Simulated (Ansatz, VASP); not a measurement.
**Co: VASP beside Ansatz**

File INCAR:

```
SYSTEM = Co
  ALGO = Fast
  EDIFF = 1E-7
  EDIFFG = -0.04
  ENCUT = 600
  GGA = PE
  IBRION = 2
  ISIF = 3
  ISMEAR = 0
  LASPH = .TRUE.
  LCHARG = .FALSE.
  LREAL = .FALSE.
  LWAVE = .FALSE.
  NELM = 60
  NSW = 90
  PREC = Accurate
  SIGMA = 0.1
```

KPOINTS

```
k-points
0
G
  6 6 6
  0 0 0
```

The input POSCAR:

```
Co
1.0
    0.0000000000      2.3137151500      2.3137151500
    2.3137151500      0.0000000000      2.3137151500
    2.3137151500      2.3137151500      0.0000000000
Co
2
Direct
    0.5000000000      0.5000000000      0.5000000000
    0.7500000000      0.7500000000      0.7500000000
```

Input for Ansatz:

```yaml
crystal:
  lattice:
    - [0.0, 2.31371515, 2.31371515]
    - [2.31371515, 0.0, 2.31371515]
    - [2.31371515, 2.31371515, 0.0]
  atoms:
    - { symbol: Co, position: [0.5, 0.5, 0.5] }
    - { symbol: Co, position: [0.75, 0.75, 0.75] }
basis:
  ecutwfc: 420
kpoints:
  mp_grid: { grid: [6, 6, 6] }
hamiltonian:
  xc: pbe
scf:
  occupations: { method: gaussian, width: 0.1 }
  lower_state_search: "off"
output:
  forces: true
  stress: true
  eigenvalues: true
relax:
  adjacent_minimum: "off"
  f_tol: 0.04
  max_steps: 70
  cell: { stress_tol: 0.4 }
```

Alike in both runs: task relaxation of cell and atoms; functional PBE; k mesh 6 × 6 × 6; occupations gaussian, width 0.1 eV; no spin polarisation.

|  | VASP | Ansatz |
| --- | --- | --- |
| version | VASP 6.6.1 | Ansatz 0.2.0 |
| potentials or method | VASP PAW PBE potentials, release 64 (Co), cutoff 600 eV | scalar-relativistic, plane waves, PAW |
| valence electrons in the cell | 18 | 34 |

```tsv
	VASP	Ansatz	Ansatz less VASP
gap on the k mesh at the Fermi level, each at its own relaxed structure (eV)	none	none	-
relaxed volume (Å³/atom)	14.75	14.83	+0.078
relaxed cell length with the largest relative difference (Å)	3.469	3.475	+0.0061
```

A gap of «none» marks a metal or a gap that the smearing closes. VASP's potentials hold 18 valence electrons a cell and Ansatz's 34, so a difference there can come from the potentials and not from the codes.

The k mesh is coarse, so the values compare programs but aren't converged. Noted on VASP's run: the volume moved by over 15 % at a fixed basis, so the end points are rough.
